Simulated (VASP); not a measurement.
# NdHf (P-6m2) in VASP: a series of runs

The runs below take NdHf through relaxation of cell and atoms, single point, with PBE.

Program: VASP 6.6.1. These are calculated values, not measurements. Logs are shortened: lines on timing, memory, paths and dates and some standing lists are left out, and cuts for length are marked.

## Step 1: The cell of the first run

The structure is hexagonal, space group P-6m2 (No. 187). Conventional cell: a = 3.392 Å, b = 3.392 Å, c = 5.086 Å, α = 90.00°, β = 90.00°, γ = 120.00°. Nd (site symmetry -6m2) has 6 Hf at 3.21 Å and 6 Nd at 3.39 Å within 4.2 Å. Hf (site symmetry -6m2) has 6 Nd at 3.21 Å and 6 Hf at 3.39 Å within 4.2 Å.

The cell was generated, and may not be a known phase.

## Step 2: Relaxation of cell and atoms, PBE

Input file INCAR:

```
PREC = Accurate ; ENCUT = 500
EDIFF = 1E-7 ; ISMEAR = 0
SIGMA = 0.2 ; LREAL = F
LASPH = T ; NELM = 200
ALGO = Normal ; ISIF = 3
LWAVE = F ; LCHARG = F
GGA = PE ; IBRION = 2
NSW = 36 ; EDIFFG = -0.08
GGA_COMPAT = F ; NELMIN = 4
LMAXMIX = 6
```

Input file KPOINTS:

```
regular mesh
0
Gamma
  7 7 4
```

Input file POSCAR:

```
NdHf
1.0
    3.3922022800      0.0000000000      0.0000000000
   -1.6961011400      2.9377333500      0.0000000000
    0.0000000000      0.0000000000      5.0864664800
Nd Hf
1 1
Direct
    0.0000000000      0.0000000000      0.5000000000
    0.6666666700      0.3333333300      0.0000000000
```

Potentials or basis: VASP PAW PBE potentials, release 64 (Nd_3, Hf_pv), 4f in core.

On the command line:

```bash
> cat potpaw_PBE.64/Nd_3/POTCAR potpaw_PBE.64/Hf_pv/POTCAR > POTCAR
> mpirun -np 1 vasp_std > vasp.out
```

OUTCAR:

```text
PREC = Accurate
   ENCUT = 500
   EDIFF = 1E-7
   ISMEAR = 0
   LREAL = F
   LASPH = T
   NELM = 200
   ISIF = 3
   GGA = PE
   IBRION = 2
   NSW = 36
   EDIFFG = -0.08
   NELMIN = 4

 ion  position               nearest neighbor table
   1  0.000  0.000  0.500-   2 3.21   2 3.21   2 3.21   2 3.21   2 3.21   2 3.21
   2  0.667  0.333  0.000-   1 3.21   1 3.21   1 3.21   1 3.21   1 3.21   1 3.21

  LATTYP: Found a hexagonal cell.
 ALAT       =     3.3922022800
 C/A-ratio  =     1.4994584816

  Lattice vectors:

 A1 = (   3.3922022800,   0.0000000000,   0.0000000000)
 A2 = (  -1.6961011400,   2.9377333500,   0.0000000000)
 A3 = (   0.0000000000,   0.0000000000,   5.0864664800)

Analysis of symmetry for initial positions (statically):
=====================================================================
 Subroutine PRICEL returns:
 Original cell was already a primitive cell.

 Routine SETGRP: Setting up the symmetry group for a
 hexagonal supercell.

 Subroutine GETGRP returns: Found 12 space group operations
 (whereof 12 operations were pure point group operations)
 out of a pool of 24 trial point group operations.

The static configuration has the point symmetry D_3h.

Analysis of symmetry for dynamics (positions and initial velocities):
=====================================================================
 Subroutine PRICEL returns:
 Original cell was already a primitive cell.

 Routine SETGRP: Setting up the symmetry group for a
 hexagonal supercell.

 Subroutine GETGRP returns: Found 12 space group operations
 (whereof 12 operations were pure point group operations)
 out of a pool of 24 trial point group operations.

The dynamic configuration has the point symmetry D_3h.

 Subroutine INISYM returns: Found 12 space group operations
 (whereof 12 operations are pure point group operations),
 and found     1 'primitive' translations

----------------------------------------------------------------------------------------

                                     Primitive cell

  volume of cell :      50.6886

  direct lattice vectors                    reciprocal lattice vectors
     3.392202280  0.000000000  0.000000000     0.294793741  0.170199246  0.000000000
    -1.696101140  2.937733350  0.000000000     0.000000000  0.340398491  0.000000000
     0.000000000  0.000000000  5.086466480     0.000000000  0.000000000  0.196600136

  length of vectors
     3.392202280  3.392202281  5.086466480     0.340398491  0.340398491  0.196600136

  position of ions in fractional coordinates (direct lattice)
     0.000000000  0.000000000  0.500000000
     0.666666670  0.333333330  0.000000000

  ion indices of the primitive-cell ions
   primitive index   ion index
                 1           1
                 2           2

----------------------------------------------------------------------------------------

 KPOINTS: regular mesh

Automatic generation of k-mesh.
 Grid dimensions read from file:
 generate k-points for:    7    7    4

 Generating k-lattice:

  Cartesian coordinates                     Fractional coordinates (reciprocal lattice)
     0.042113392  0.024314178  0.000000000     0.142857143 -0.000000000  0.000000000
     0.000000000  0.048628356  0.000000000     0.000000000  0.142857143  0.000000000
     0.000000000  0.000000000  0.049150034     0.000000000  0.000000000  0.250000000

  Length of vectors
     0.048628356  0.048628356  0.049150034

  Shift w.r.t. Gamma in fractional coordinates (k-lattice)
     0.000000000  0.000000000  0.000000000

 Subroutine IBZKPT returns following result:
 ===========================================

 Found     24 irreducible k-points:

 Following reciprocal coordinates:
            Coordinates               Weight
  0.000000  0.000000  0.000000      1.000000
  0.142857  0.000000  0.000000      6.000000
  0.285714 -0.000000  0.000000      6.000000
  0.428571 -0.000000  0.000000      6.000000
  0.142857  0.142857  0.000000      6.000000
  0.285714  0.142857  0.000000     12.000000
[... 16 lines left out ...]
  0.428571  0.142857  0.500000      6.000000
  0.285714  0.285714  0.500000      6.000000
   k-points           NKPTS =     24   k-points in BZ     NKDIM =     24   number of bands    NBANDS=     14
   number of dos      NEDOS =    301   number of ions     NIONS =      2
   total plane-waves  NPLWV =  31360
   dimension x,y,z NGX =    28 NGY =   28 NGZ =   40
   dimension x,y,z NGXF=    56 NGYF=   56 NGZF=   80
   ions per type =               1   1
   NGX,Y,Z   is equivalent  to a cutoff of  13.72, 13.72, 13.07 a.u.
   NGXF,Y,Z  is equivalent  to a cutoff of  27.44, 27.44, 26.15 a.u.
 SYSTEM =  unknown system
   PREC   = accura    normal or accurate (medium, high low for compatibility)
   ISTART =      0    job   : 0-new  1-cont  2-samecut
   ICHARG =      2    charge: 1-file 2-atom 10-const
   ISPIN  =      1    spin polarized calculation?
   LNONCOLLINEAR =      F non collinear calculations
   LSORBIT =      F    spin-orbit coupling
   LASPH  =      T    aspherical Exc in radial PAW
   ENCUT  =  500.0 eV  36.75 Ry    6.06 a.u.   6.18  6.18  9.27*2*pi/ulx,y,z
   NELM   =    200;   NELMIN=  4; NELMDL= -5     # of ELM steps
   EDIFF  = 0.1E-06   stopping-criterion for ELM
   LREAL  =      F    real-space projection
   EDIFFG = -.8E-01   stopping-criterion for IOM
   NSW    =     36    number of steps for IOM
   IBRION =      2    ionic relax: 0-MD 1-quasi-New 2-CG
   NFREE  =      1    steps in history (QN), initial steepest desc. (CG)
   ISIF   =      3    stress and relaxation
   ISYM   =      2    0-nonsym 1-usesym 2-fastsym
   POTIM  = 0.5000    time-step for ionic-motion
   TEBEG  =    0.0;   TEEND  =   0.0 temperature during run
   PSTRESS=    0.0 pullay stress
   NELECT =      21.0000    total number of electrons
   NUPDOWN=      -1.0000    fix difference up-down
   EMIN   =  10.00;   EMAX   =-10.00  energy-range for DOS
   EFERMI =   0.00;   METHOD = LEGACY
   ISMEAR =     0;   SIGMA  =   0.20  broadening in eV -4-tet -1-fermi 0-gaus
   EFERMI_NEDOS =   21; number of points for ismear=-14 and -15
   IALGO  =     38    algorithm
   IMIX   =      4    mixing-type and parameters
     AMIX     =   0.40;   BMIX     =  1.00
     AMIX_MAG =   1.60;   BMIX_MAG =  1.00
  volume/ion in A,a.u.               =      25.34       171.03
  Fermi-wavevector in a.u.,A,eV,Ry     =   1.220425  2.306269 20.265029  1.489438
  Thomas-Fermi vector in A             =   2.355643
   LORBIT       =      0    0 simple, 1 ext, 2 COOP (PROOUT), +10 PAW based schemes
   GGA     = PE    functional components
   LHFCALC =     F    Hartree Fock is set to
   AEXX    =    0.0000 exact exchange contribution
   IVDW    =     0    specifies the selected vdW correction
   LEPSILON=     F    determine dielectric tensor
   LRPA    =     F    only Hartree local field effects (RPA)
 conjugate gradient relaxation of ions
 non-spin polarized calculation
 Gauss-broadening in eV      SIGMA  =   0.20
  energy-cutoff  :      500.00
  volume of cell :       50.69
 maximum number of plane-waves:      1308
 NGX is ok and might be reduce to    28
   NGX = 13   NGY = 13   NGZ = 19

--------------------------------------- Ionic step        1  -------------------------------------------

 number of electron      21.0000000 magnetization

 Free energy of the ion-electron system (eV)
  ---------------------------------------------------
  ext. energy  EPLUGINS =         0.00000000
  ---------------------------------------------------
  free energy    TOTEN  =       -13.90547649 eV

  energy without entropy =      -13.84526537  energy(sigma->0) =      -13.87537093

------------------------ aborting loop because EDIFF is reached ----------------------------------------

  FORCE on cell =-STRESS in cart. coord.  units (eV):
  Direction    XX          YY          ZZ          XY          YZ          ZX
  --------------------------------------------------------------------------------------
  -------------------------------------------------------------------------------------
  Total        1.2167556      1.2167556      4.1946297      0.0000000      0.0000000      0.0000000
  in kB       38.4594993     38.4594994    132.5848527      0.0000000      0.0000000      0.0000000
  external PRESSURE =      69.8346171 kB  Pullay stress =       0.0000000 kB

 VOLUME and BASIS-vectors are now :
 -----------------------------------------------------------------------------
  energy-cutoff  :      500.00
  volume of cell :       50.69
      direct lattice vectors                 reciprocal lattice vectors
     3.392202280  0.000000000  0.000000000     0.294793741  0.170199246  0.000000000
    -1.696101140  2.937733350  0.000000000     0.000000000  0.340398491  0.000000000
     0.000000000  0.000000000  5.086466480     0.000000000  0.000000000  0.196600136
[... 109 lines left out ...]
 POSITION                                       TOTAL-FORCE (eV/Angst)
 -----------------------------------------------------------------------------------
      0.00000      0.00000      2.76203         0.000000     -0.000000      0.000000
      1.70618      0.98507      0.00000        -0.000000      0.000000     -0.000000
 -----------------------------------------------------------------------------------
    total drift:                               -0.000005      0.000003     -0.000000

  FREE ENERGIE OF THE ION-ELECTRON SYSTEM (eV)
  ---------------------------------------------------
  free  energy   TOTEN  =       -14.0882504311 eV

  energy  without entropy=      -14.0210553564  energy(sigma->0) =      -14.05465289

--------------------------------------- Ionic step        5  -------------------------------------------

 number of electron      20.9999998 magnetization

 Free energy of the ion-electron system (eV)
  ---------------------------------------------------
  ext. energy  EPLUGINS =         0.00000000
  ---------------------------------------------------
  free energy    TOTEN  =       -14.09161932 eV

  energy without entropy =      -14.02485513  energy(sigma->0) =      -14.05823722

 E-fermi :   4.1041     XC(G=0): -10.5340

 val. band max:        4.0882593856   @ k =   0.1429   0.1429   0.2500
 cond. band min:       4.1377338875   @ k =   0.4286  -0.0000   0.0000
 fundamental gap:      0.0494745019
 Fermi energy:         4.1041249264

 k-point     1 :       0.0000    0.0000    0.0000
  band No.  band energies     occupation
      1     -33.3529      2.00000
      2     -26.8759      2.00000
      3     -26.6052      2.00000
      4     -26.6052      2.00000
      5     -14.5677      2.00000
      6     -13.7353      2.00000
      7     -13.7353      2.00000
      8      -1.5439      2.00000
      9       1.7666      2.00000
     10       5.3809      0.00000
     11       5.4831      0.00000
     12       5.4831      0.00000
     13       5.6563      0.00000
     14       6.3654      0.00000

 k-point     2 :       0.1429    0.0000    0.0000
  band No.  band energies     occupation
      1     -33.3131      2.00000
      2     -26.8669      2.00000
      3     -26.6641      2.00000
      4     -26.6194      2.00000
      5     -14.5206      2.00000
      6     -14.0771      2.00000
      7     -13.8086      2.00000
      8      -1.0049      2.00000
      9       2.3518      2.00000
     10       4.6473      0.00012
[... 398 lines left out ...]
 POSITION                                       TOTAL-FORCE (eV/Angst)
 -----------------------------------------------------------------------------------
      0.00000      0.00000      2.78620         0.000000     -0.000000      0.000000
      1.69097      0.97628      0.00000        -0.000000      0.000000      0.000000
 -----------------------------------------------------------------------------------
    total drift:                               -0.000005      0.000003     -0.000000

  FREE ENERGIE OF THE ION-ELECTRON SYSTEM (eV)
  ---------------------------------------------------
  free  energy   TOTEN  =       -14.0916193177 eV

  energy  without entropy=      -14.0248551277  energy(sigma->0) =      -14.05823722

 reached required accuracy - stopping structural energy minimisation
```

Wall time 40 s (1 thread of Intel Xeon 6975P-C (Granite Rapids), shared host); peak memory 0.19 GiB.

What came out:

```
Free energy                           : -14.0916 eV
Relaxed volume                        : 27.60 Å³/atom
Relaxed cell                          : a = 3.382 Å, b = 3.382 Å, c = 5.572 Å, α = 90.00°, β = 90.00°, γ = 120.00°
Space group after relaxing (to 0.1 Å) : P-6m2 (No. 187)
Energy gained by relaxing             : 93.1 meV/atom
Ionic steps                           : 5
Pressure after relaxing               : 0.1 GPa
Band gap on the k mesh                : zero (an odd number of electrons rules out a gap without spin polarisation)
```

The path:
```csv
step,energy change (eV),largest force (eV/Å),pressure (GPa),volume (Å³)
1,0.0000,0.0000,6.98,50.69
2,-0.1388,0.0000,-3.38,59.14
3,-0.1645,0.0000,-0.89,56.52
4,-0.1828,0.0000,-0.32,55.71
5,-0.1861,0.0000,0.08,55.20
```

Final structure:
```yaml
crystal:
  lattice:
    - [3.38194, 0.00000, 0.00000]
    - [-1.69097, 2.92884, 0.00000]
    - [0.00000, 0.00000, 5.57239]
  atoms:
    - { symbol: Nd, position: [0.00000, 0.00000, 0.50000] }
    - { symbol: Hf, position: [0.66667, 0.33333, 0.00000] }
```

Caveat: spin-orbit coupling is left out, which moves the levels of the heavy elements; the 4f electrons are frozen in the core, so they carry no moment and show no levels.

## Step 3: Single point, PBE

This run uses another cell than the first one, of 27.56 Å³/atom.

Input file INCAR:

```
SYSTEM = NdHf
PREC = Accurate ; ENCUT = 500
EDIFF = 1E-6 ; ISMEAR = 0
SIGMA = 0.1 ; LREAL = .FALSE.
LASPH = .TRUE. ; NELM = 200
ALGO = Normal ; ISIF = 2
LWAVE = .FALSE. ; LCHARG = .FALSE.
GGA = PE ; NBANDS = 18
GGA_COMPAT = .FALSE. ; LMAXMIX = 6
```

Input file KPOINTS:

```
regular mesh
0
G
  18 18 8
  0 0 0
```

Input file POSCAR:

```
NdHf
1.0
    3.3879948477      0.0000000000      0.0000000000
   -1.6939974239      2.9340896060      0.0000000000
    0.0000000000      0.0000000000      5.5458510265
Nd Hf
1 1
Direct
    0.0000000000      0.0000000000      0.5000000000
    0.6666666667      0.3333333333      0.0000000000
```

Potentials or basis: VASP PAW PBE potentials, release 64 (Nd_3, Hf_pv), 4f in core.

On the command line:

```bash
> cat potpaw_PBE.64/Nd_3/POTCAR potpaw_PBE.64/Hf_pv/POTCAR > POTCAR
> mpirun -np 1 vasp_std > vasp.out
```

Wall time 64 s (1 thread of Intel Xeon 6975P-C (Granite Rapids), shared host); peak memory 0.32 GiB.

Results (log left out):

```
Free energy            : -14.0721 eV
Pressure               : 0.2 GPa
Band gap on the k mesh : zero (an odd number of electrons rules out a gap without spin polarisation)
```

Stress tensor (GPa, compression positive):
```
0.07 0.00 0.00
0.00 0.07 0.00
0.00 0.00 0.57
```

Levels at points of the mesh, in eV from the Fermi level:
| k point | band 9 | band 10 | band 11 | band 12 | band 13 | band 14 |
| --- | --- | --- | --- | --- | --- | --- |
| (0.00, 0.00, 0.00) | -2.33 | 1.35 | 1.39 | 1.39 | 1.63 | 2.27 |
| (0.50, 0.00, 0.00) | -2.01 | -1.63 | 0.11 | 1.22 | 1.24 | 1.96 |
| (0.00, 0.00, 0.50) | -2.75 | 0.39 | 0.57 | 1.28 | 1.28 | 1.54 |
| (0.50, 0.00, 0.50) | -2.05 | -0.64 | -0.51 | 1.21 | 2.50 | 3.04 |

Caveat: spin-orbit coupling is left out, which moves the levels of the heavy elements; the 4f electrons are frozen in the core, so they carry no moment and show no levels.

The gap in the log of VASP goes by the Fermi energy; the results here count the filled bands.